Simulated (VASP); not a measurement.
CsSnBr3:

```
CELL_PARAMETERS angstrom
5.75000 0.00000 0.00000
0.00000 5.75000 0.00000
0.00000 0.00000 5.75000
ATOMIC_POSITIONS crystal
Cs 0.00000 0.00000 0.00000
Sn 0.50000 0.50000 0.50000
Br 0.50000 0.50000 0.00000
Br 0.00000 0.50000 0.50000
Br 0.50000 0.00000 0.50000
```

Base run:

| Quantity | Value |
| --- | --- |
| Program | VASP 6.6.1 |
| Functional | PBEsol |
| Potentials or basis | VASP PAW PBE potentials, release 64 (Cs_sv, Sn_d, Br) |
| Cutoff | 500 eV |
| k mesh | 4 × 4 × 4 |
| Occupations | fermi-dirac, width 0.05 eV |
| Spin | no spin polarisation |

Its results: band gap on the k mesh 0.16 eV; pressure 0.4 GPa.

Task: The run is repeated on the same cell with these changes: functional from PBEsol to r2SCAN; cutoff from 500 eV to 550 eV. What comes out?

Result: Band gap on the k mesh 0.41 eV; pressure 1.2 GPa.

Caveats: the PAW data sets were made with another functional, which shifts forces and pressure a little; spin-orbit coupling is left out, which moves the levels of the heavy elements.

A k mesh can miss the band edges.
